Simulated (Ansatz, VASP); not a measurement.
## One calculation of Si3N4, two programs

```
Si N
1.0
     0.00000    3.94792    3.94792
     3.94792    0.00000    3.94792
     3.94792    3.94792    0.00000
Si N
6 8
Direct
  0.12500 0.12500 0.62500
  0.12500 0.62500 0.12500
  0.62500 0.12500 0.12500
  0.12500 0.12500 0.12500
  0.75000 0.75000 0.75000
  0.50000 0.50000 0.50000
  0.36719 0.36719 0.36719
  0.35157 0.88281 0.88281
  0.88281 0.88281 0.35157
  0.88281 0.35157 0.88281
  0.36719 0.36719 0.89843
  0.36719 0.89843 0.36719
  0.88281 0.88281 0.88281
  0.89843 0.36719 0.36719
```

Alike in both runs: functional PBEsol; k mesh 6 × 6 × 6; occupations gaussian, width 0.02 eV; no spin polarisation.

Ansatz relaxed the structure, and its values are those at the end. VASP's run is a single point on that final structure, the one shown.

|  | VASP | Ansatz |
| --- | --- | --- |
| version | VASP 6.6.1 | Ansatz 0.2.0 |
| potentials or method | VASP PAW PBE potentials, release 64 (Si, N), cutoff 520 eV | scalar-relativistic, plane waves, PAW |
| valence electrons in the cell | 64 | 64 |

```tsv
	VASP	Ansatz	Ansatz less VASP
gap on the k mesh at the Fermi level (eV)	3.06	3.07	+0.006
least direct gap on the mesh (eV)	3.12	3.12	+0.006
pressure (GPa)	-15.6	-15.9	-0.29
rms of the force components (eV/Å)	0.003	0.000	-0.0029
```

VASP's potentials were made for PBE, not for PBEsol. Ansatz's warnings: stress scf threshold loose.
